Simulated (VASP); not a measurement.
MgF2, 6 atoms in the cell. The structure is tetragonal, space group P4_2/mnm (No. 136). The conventional cell has a = 4.483 Å, b = 4.483 Å, c = 2.955 Å, α = 90.00°, β = 90.00°, γ = 90.00°. Mg (site symmetry mmm) has 6 F at 1.91 to 1.94 Å within 2.5 Å. Within 2.5 Å of F (site symmetry m2m) lie 3 Mg at 1.91 to 1.94 Å.  This cell differs from its parent crystal: strain -3.0%.

* Program: VASP 6.6.1
* Task: single point
* Functional: HSE06
* Potentials or basis: VASP PAW PBE potentials, release 64 (Mg, F)
* Cutoff: 520 eV
* k mesh: 4 × 4 × 6
* Occupations: gaussian, width 0.01 eV
* Spin: no spin polarisation
* Dipole correction: no
* Grid for exact exchange (PRECFOCK): Normal
* Further INCAR settings: ALGO = Normal; EDIFF = 1e-06; NBANDS = 25
* Screening parameter: 0.2079 1/Å

Potentials or basis: VASP PAW PBE potentials, release 64 (Mg, F).

Launch:

```bash
$ cat potpaw_PBE.64/Mg/POTCAR potpaw_PBE.64/F/POTCAR > POTCAR
$ cp INCAR.step1 INCAR
$ mpirun -np 4 vasp_std > vasp.out
$ cp INCAR.step2 INCAR
$ mpirun -np 4 vasp_std > vasp.out
```

Hardware: 4 MPI ranks on AMD EPYC 9R45 96-Core Processor (Zen 5), with other jobs on the host.

Q: Estimate the wall time of this run.

A: It took 20 min on 4 MPI ranks on AMD EPYC 9R45 96-Core Processor (Zen 5), with other jobs on the host, peak memory 0.29 GiB a rank. Counts: k points 24.
